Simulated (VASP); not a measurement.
# Te (Im-3m) in VASP: relaxation of cell and atoms with PBEsol

Aim: the relaxation of cell and atoms of Te with PBEsol.

All numbers are computed with VASP 6.6.1; they aren't measurements. Logs are shortened: lines on timing, memory, paths and dates and some standing lists are left out, and cuts for length are marked.

## Step 1: The cell of the first run

It takes space group Im-3m (No. 229, cubic). The conventional cell has a = 3.740 Å, b = 3.740 Å, c = 3.740 Å, α = 90.00°, β = 90.00°, γ = 90.00°. Within 4.3 Å of Te (site symmetry m-3m) lie 14 Te at 3.24 to 3.74 Å.

This isn't the form of Te at room conditions, which is trigonal, of chains.

## Step 2: Relaxation of cell and atoms, PBEsol

File INCAR:

```
PREC = Accurate
ENCUT = 600
EDIFF = 1E-7
ISMEAR = -1
SIGMA = 0.02
LREAL = False
LASPH = True
NELM = 100
ALGO = Normal
ISIF = 3
LWAVE = False
LCHARG = False
GGA = PS
IBRION = 2
NSW = 80
EDIFFG = -0.02
```

File KPOINTS:

```
regular mesh
0
Gamma
  9 9 9
```

File POSCAR:

```
Te
1.0
    1.8700000000      1.8700000000      1.8700000000
   -1.8700000000      1.8700000000      1.8700000000
   -1.8700000000     -1.8700000000      1.8700000000
Te
1
Direct
    0.0000000000      0.0000000000      0.0000000000
```

Potentials or basis: VASP PAW PBE potentials, release 64 (Te).

The run is started by

```sh
$ cat potpaw_PBE.64/Te/POTCAR > POTCAR
$ mpirun -np 1 vasp_std > vasp.out
```

OUTCAR:

```text
PREC = Accurate
   ENCUT = 600
   EDIFF = 1E-7
   ISMEAR = -1
   LREAL = False
   LASPH = True
   NELM = 100
   ISIF = 3
   GGA = PS
   IBRION = 2
   NSW = 80
   EDIFFG = -0.02

 ion  position               nearest neighbor table
   1  0.000  0.000  0.000-

  LATTYP: Found a body centered cubic cell.
 ALAT       =     3.7400000000

  Lattice vectors:

 A1 = (   1.8700000000,  -1.8700000000,  -1.8700000000)
 A2 = (   1.8700000000,   1.8700000000,   1.8700000000)
 A3 = (  -1.8700000000,  -1.8700000000,   1.8700000000)

Analysis of symmetry for initial positions (statically):
=====================================================================
 Subroutine PRICEL returns:
 Original cell was already a primitive cell.

 Routine SETGRP: Setting up the symmetry group for a
 body centered cubic supercell.

 Subroutine GETGRP returns: Found 48 space group operations
 (whereof 48 operations were pure point group operations)
 out of a pool of 48 trial point group operations.

The static configuration has the point symmetry O_h .

Analysis of symmetry for dynamics (positions and initial velocities):
=====================================================================
 Subroutine PRICEL returns:
 Original cell was already a primitive cell.

 Routine SETGRP: Setting up the symmetry group for a
 body centered cubic supercell.

 Subroutine GETGRP returns: Found 48 space group operations
 (whereof 48 operations were pure point group operations)
 out of a pool of 48 trial point group operations.

The dynamic configuration has the point symmetry O_h .

 Subroutine INISYM returns: Found 48 space group operations
 (whereof 48 operations are pure point group operations),
 and found     1 'primitive' translations

----------------------------------------------------------------------------------------

                                     Primitive cell

  volume of cell :      26.1568

  direct lattice vectors                    reciprocal lattice vectors
     1.870000000  1.870000000  1.870000000     0.267379679  0.000000000  0.267379679
    -1.870000000  1.870000000  1.870000000    -0.267379679  0.267379679  0.000000000
    -1.870000000 -1.870000000  1.870000000     0.000000000 -0.267379679  0.267379679

  length of vectors
     3.238935010  3.238935010  3.238935010     0.378131969  0.378131969  0.378131969

  position of ions in fractional coordinates (direct lattice)
     0.000000000  0.000000000  0.000000000

  ion indices of the primitive-cell ions
   primitive index   ion index
                 1           1

----------------------------------------------------------------------------------------

 KPOINTS: regular mesh

Automatic generation of k-mesh.
 Grid dimensions read from file:
 generate k-points for:    9    9    9

 Generating k-lattice:

  Cartesian coordinates                     Fractional coordinates (reciprocal lattice)
     0.029708853  0.000000000  0.029708853     0.111111111  0.000000000  0.000000000
    -0.029708853  0.029708853  0.000000000     0.000000000  0.111111111  0.000000000
     0.000000000 -0.029708853  0.029708853     0.000000000  0.000000000  0.111111111

  Length of vectors
     0.042014663  0.042014663  0.042014663

  Shift w.r.t. Gamma in fractional coordinates (k-lattice)
     0.000000000  0.000000000  0.000000000

 Subroutine IBZKPT returns following result:
 ===========================================

 Found     35 irreducible k-points:

 Following reciprocal coordinates:
            Coordinates               Weight
  0.000000  0.000000  0.000000      1.000000
  0.111111  0.000000  0.000000     12.000000
  0.222222  0.000000  0.000000     12.000000
  0.333333  0.000000  0.000000     12.000000
  0.444444  0.000000  0.000000     12.000000
  0.222222  0.111111  0.000000     24.000000
[... 16 lines left out ...]
  0.111111 -0.444444  0.111111     24.000000
  0.222222 -0.444444  0.111111     24.000000
 [... further k-points ...]
   k-points           NKPTS =     35   k-points in BZ     NKDIM =     35   number of bands    NBANDS=      7
   number of dos      NEDOS =    301   number of ions     NIONS =      1
   total plane-waves  NPLWV =  21952
   dimension x,y,z NGX =    28 NGY =   28 NGZ =   28
   dimension x,y,z NGXF=    56 NGYF=   56 NGZF=   56
   ions per type =               1
   NGX,Y,Z   is equivalent  to a cutoff of  14.37, 14.37, 14.37 a.u.
   NGXF,Y,Z  is equivalent  to a cutoff of  28.74, 28.74, 28.74 a.u.
 SYSTEM =  unknown system
   PREC   = accura    normal or accurate (medium, high low for compatibility)
   ISTART =      0    job   : 0-new  1-cont  2-samecut
   ICHARG =      2    charge: 1-file 2-atom 10-const
   ISPIN  =      1    spin polarized calculation?
   LNONCOLLINEAR =      F non collinear calculations
   LSORBIT =      F    spin-orbit coupling
   LASPH  =      T    aspherical Exc in radial PAW
   ENCUT  =  600.0 eV  44.10 Ry    6.64 a.u.   6.47  6.47  6.47*2*pi/ulx,y,z
   NELM   =    100;   NELMIN=  2; NELMDL= -5     # of ELM steps
   EDIFF  = 0.1E-06   stopping-criterion for ELM
   LREAL  =      F    real-space projection
   EDIFFG = -.2E-01   stopping-criterion for IOM
   NSW    =     80    number of steps for IOM
   IBRION =      2    ionic relax: 0-MD 1-quasi-New 2-CG
   NFREE  =      1    steps in history (QN), initial steepest desc. (CG)
   ISIF   =      3    stress and relaxation
   ISYM   =      2    0-nonsym 1-usesym 2-fastsym
   POTIM  = 0.5000    time-step for ionic-motion
   TEBEG  =    0.0;   TEEND  =   0.0 temperature during run
   PSTRESS=    0.0 pullay stress
   NELECT =       6.0000    total number of electrons
   NUPDOWN=      -1.0000    fix difference up-down
   EMIN   =  10.00;   EMAX   =-10.00  energy-range for DOS
   EFERMI =   0.00;   METHOD = LEGACY
   ISMEAR =    -1;   SIGMA  =   0.02  broadening in eV -4-tet -1-fermi 0-gaus
   EFERMI_NEDOS =   21; number of points for ismear=-14 and -15
   IALGO  =     38    algorithm
   IMIX   =      4    mixing-type and parameters
     AMIX     =   0.40;   BMIX     =  1.00
     AMIX_MAG =   1.60;   BMIX_MAG =  1.00
  volume/ion in A,a.u.               =      26.16       176.51
  Fermi-wavevector in a.u.,A,eV,Ry     =   1.002144  1.893778 13.664242  1.004293
  Thomas-Fermi vector in A             =   2.134613
   LORBIT       =      0    0 simple, 1 ext, 2 COOP (PROOUT), +10 PAW based schemes
   GGA     = PS    functional components
   LHFCALC =     F    Hartree Fock is set to
   AEXX    =    0.0000 exact exchange contribution
   IVDW    =     0    specifies the selected vdW correction
   LEPSILON=     F    determine dielectric tensor
   LRPA    =     F    only Hartree local field effects (RPA)
 conjugate gradient relaxation of ions
 non-spin polarized calculation
  energy-cutoff  :      600.00
  volume of cell :       26.16
 maximum number of plane-waves:       897
 NGX is ok and might be reduce to    28
   NGX = 13   NGY = 13   NGZ = 13

--------------------------------------- Ionic step        1  -------------------------------------------

 number of electron       6.0000000 magnetization

 Free energy of the ion-electron system (eV)
  ---------------------------------------------------
  ext. energy  EPLUGINS =         0.00000000
  ---------------------------------------------------
  free energy    TOTEN  =        -3.29314030 eV

  energy without entropy =       -3.29094912  energy(sigma->0) =       -3.29204471

------------------------ aborting loop because EDIFF is reached ----------------------------------------

  FORCE on cell =-STRESS in cart. coord.  units (eV):
  Direction    XX          YY          ZZ          XY          YZ          ZX
  --------------------------------------------------------------------------------------
  -------------------------------------------------------------------------------------
  Total        0.4082527      0.4082527      0.4082527      0.0000000      0.0000000     -0.0000000
  in kB       25.0066090     25.0066090     25.0066090      0.0000000      0.0000000     -0.0000000
  external PRESSURE =      25.0066090 kB  Pullay stress =       0.0000000 kB

 VOLUME and BASIS-vectors are now :
 -----------------------------------------------------------------------------
  energy-cutoff  :      600.00
  volume of cell :       26.16
      direct lattice vectors                 reciprocal lattice vectors
     1.870000000  1.870000000  1.870000000     0.267379679  0.000000000  0.267379679
    -1.870000000  1.870000000  1.870000000    -0.267379679  0.267379679  0.000000000
    -1.870000000 -1.870000000  1.870000000     0.000000000 -0.267379679  0.267379679
[... 36 lines left out ...]
 POSITION                                       TOTAL-FORCE (eV/Angst)
 -----------------------------------------------------------------------------------
     -1.90683     -1.90683      1.90683         0.000000      0.000000     -0.000000
 -----------------------------------------------------------------------------------
    total drift:                                0.000000      0.000000     -0.000000

  FREE ENERGIE OF THE ION-ELECTRON SYSTEM (eV)
  ---------------------------------------------------
  free  energy   TOTEN  =        -3.3010230948 eV

  energy  without entropy=       -3.2996881869  energy(sigma->0) =       -3.30035564

--------------------------------------- Ionic step        3  -------------------------------------------

 number of electron       6.0000000 magnetization

 Free energy of the ion-electron system (eV)
  ---------------------------------------------------
  ext. energy  EPLUGINS =         0.00000000
  ---------------------------------------------------
  free energy    TOTEN  =        -3.30203292 eV

  energy without entropy =       -3.30010266  energy(sigma->0) =       -3.30106779

 E-fermi :   8.1661     XC(G=0): -10.3718

 val. band max:        8.1517337735   @ k =   0.2222   0.2222   0.2222
 cond. band min:       8.1819075382   @ k =   0.1111  -0.4444   0.1111
 fundamental gap:      0.0301737647
 Fermi energy:         8.1660522491

 k-point     1 :       0.0000    0.0000    0.0000
  band No.  band energies     occupation
      1      -5.9228      2.00000
      2      11.5009      0.00000
      3      11.5009      0.00000
      4      11.5009      0.00000
      5      18.2848      0.00000
      6      18.2848      0.00000
      7      18.2848      0.00000

 k-point     2 :       0.1111    0.0000    0.0000
  band No.  band energies     occupation
      1      -5.6879      2.00000
      2       9.9750      0.00000
      3      10.9335      0.00000
      4      11.3729      0.00000
      5      17.0826      0.00000
      6      17.2529      0.00000
      7      19.2365      0.00000
[... 201 lines left out ...]
 k-point    23 :       0.1111   -0.4444    0.1111
  band No.  band energies     occupation
      1      -2.5826      2.00000
      2       2.8442      2.00000
      3       6.5860      2.00000
      4       8.1819      0.62315
      5      16.8417      0.00000
      6      17.3927      0.00000
      7      21.9165      0.00000

 k-point    24 :       0.2222   -0.4444    0.1111
  band No.  band energies     occupation
      1      -2.6352      2.00000
      2       3.5868      2.00000
      3       5.7862      2.00000
      4       7.4908      2.00000
      5      17.9485      0.00000
      6      19.2530      0.00000
      7      21.7336      0.00000

 [... further k-points ...]

------------------------ aborting loop because EDIFF is reached ----------------------------------------

  FORCE on cell =-STRESS in cart. coord.  units (eV):
  Direction    XX          YY          ZZ          XY          YZ          ZX
  --------------------------------------------------------------------------------------
  -------------------------------------------------------------------------------------
  Total        0.0087930      0.0087930      0.0087930      0.0000000      0.0000000      0.0000000
  in kB        0.5156656      0.5156656      0.5156656      0.0000000      0.0000000      0.0000000
  external PRESSURE =       0.5156656 kB  Pullay stress =       0.0000000 kB

 VOLUME and BASIS-vectors are now :
 -----------------------------------------------------------------------------
  energy-cutoff  :      600.00
  volume of cell :       27.32
      direct lattice vectors                 reciprocal lattice vectors
     1.897319652  1.897319652  1.897319652     0.263529658  0.000000000  0.263529658
    -1.897319652  1.897319652  1.897319652    -0.263529658  0.263529658  0.000000000
    -1.897319652 -1.897319652  1.897319652     0.000000000 -0.263529658  0.263529658

 POSITION                                       TOTAL-FORCE (eV/Angst)
 -----------------------------------------------------------------------------------
      0.00000      0.00000      0.00000         0.000000      0.000000      0.000000
 -----------------------------------------------------------------------------------
    total drift:                               -0.000000     -0.000000     -0.000000

  FREE ENERGIE OF THE ION-ELECTRON SYSTEM (eV)
  ---------------------------------------------------
  free  energy   TOTEN  =        -3.3020329182 eV

  energy  without entropy=       -3.3001026593  energy(sigma->0) =       -3.30106779

 reached required accuracy - stopping structural energy minimisation
```

Wall time 39 s (1 thread of AMD EPYC 7R13, shared host); peak memory 0.13 GiB.

What came out:

```
Free energy                           : -3.3020 eV
Relaxed volume                        : 27.32 Å³/atom
Relaxed cell                          : a = 3.286 Å, b = 3.286 Å, c = 3.286 Å, α = 70.53°, β = 109.47°, γ = 70.53°
Space group after relaxing (to 0.1 Å) : Im-3m (No. 229)
Energy gained by relaxing             : 8.9 meV/atom
Ionic steps                           : 3
Pressure after relaxing               : 0.1 GPa
Band gap on the k mesh                : zero (bands 3 and 4 overlap by 6.17 eV)
```

The path:
```
step  energy change (eV)  largest force (eV/Å)  pressure (GPa)  volume (Å³)
   1              0.0000                0.0000            2.50        26.16
   2             -0.0079                0.0000           -0.83        27.73
   3             -0.0089                0.0000            0.05        27.32
```

Final structure:
```yaml
crystal:
  lattice:
    - [1.89732, 1.89732, 1.89732]
    - [-1.89732, 1.89732, 1.89732]
    - [-1.89732, -1.89732, 1.89732]
  atoms:
    - { symbol: Te, position: [0.00000, 0.00000, 0.00000] }
```

Caveat: the PAW data sets were made with another functional, which shifts forces and pressure a little; spin-orbit coupling is left out, which moves the levels of the heavy elements.
